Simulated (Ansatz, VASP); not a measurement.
**One calculation of WC, two programs**

POSCAR

```
WC
1.0
    0.0000000000      2.1824154775      2.1824154775
    2.1824154775      0.0000000000      2.1824154775
    2.1824154775      2.1824154775      0.0000000000
W C
1 1
Direct
    0.0000000000      0.0000000000      0.0000000000
    0.5000000000      0.5000000000      0.5000000000
```

INCAR.step1

```
ALGO = Normal
EDIFF = 1E-4
ENCUT = 520
GGA = PE
ISMEAR = 0
LASPH = T
LCHARG = F
LREAL = F
LWAVE = T
NBANDS = 16
NELM = 100
PREC = Accurate
SIGMA = 0.15
```

The input INCAR.step2:

```
ALGO = Normal
EDIFF = 1E-7
ENCUT = 520
ISIF = 2
ISMEAR = 0
ISTART = 1
LASPH = T
LCHARG = T
LELF = T
LMIXTAU = T
LREAL = F
LVHAR = T
LWAVE = F
METAGGA = R2SCAN
NBANDS = 16
NELM = 100
PREC = Accurate
SIGMA = 0.15
```

The input KPOINTS:

```
k-points
0
Gamma
  14 14 14
```

Input for Ansatz:

```yaml
crystal:
  lattice:
    - [0.0, 2.1824154775, 2.1824154775]
    - [2.1824154775, 0.0, 2.1824154775]
    - [2.1824154775, 2.1824154775, 0.0]
  atoms:
    - { symbol: W, position: [0.0, 0.0, 0.0] }
    - { symbol: C, position: [0.5, 0.5, 0.5] }
basis:
  ecutwfc: 500
kpoints:
  mp_grid: { grid: [14, 14, 14] }
hamiltonian:
  xc: r2scan
scf:
  occupations: { method: gaussian, width: 0.15 }
output:
  forces: true
  stress: true
  eigenvalues: true
```

Alike in both runs: task single point; functional r2SCAN; k mesh 14 × 14 × 14; occupations gaussian, width 0.15 eV; no spin polarisation.

|  | VASP | Ansatz |
| --- | --- | --- |
| version | VASP 6.6.1 | Ansatz 0.2.0 |
| potentials or method | VASP PAW PBE potentials, release 64 (W_sv, C), cutoff 520 eV | scalar-relativistic, plane waves, PAW |
| valence electrons in the cell | 18 | 18 |

|  | VASP | Ansatz | Ansatz less VASP |
| --- | --- | --- | --- |
| gap on the k mesh at the Fermi level (eV) | none | none | - |
| pressure (GPa) | 1.7 | 0.1 | -1.68 |

VASP's potentials were made for PBE, not for r2SCAN. A gap of «none» marks a metal or a gap that the smearing closes. The functional is the same, so the differences come from potentials, cutoffs and numerics.

Spin-orbit coupling is off throughout.
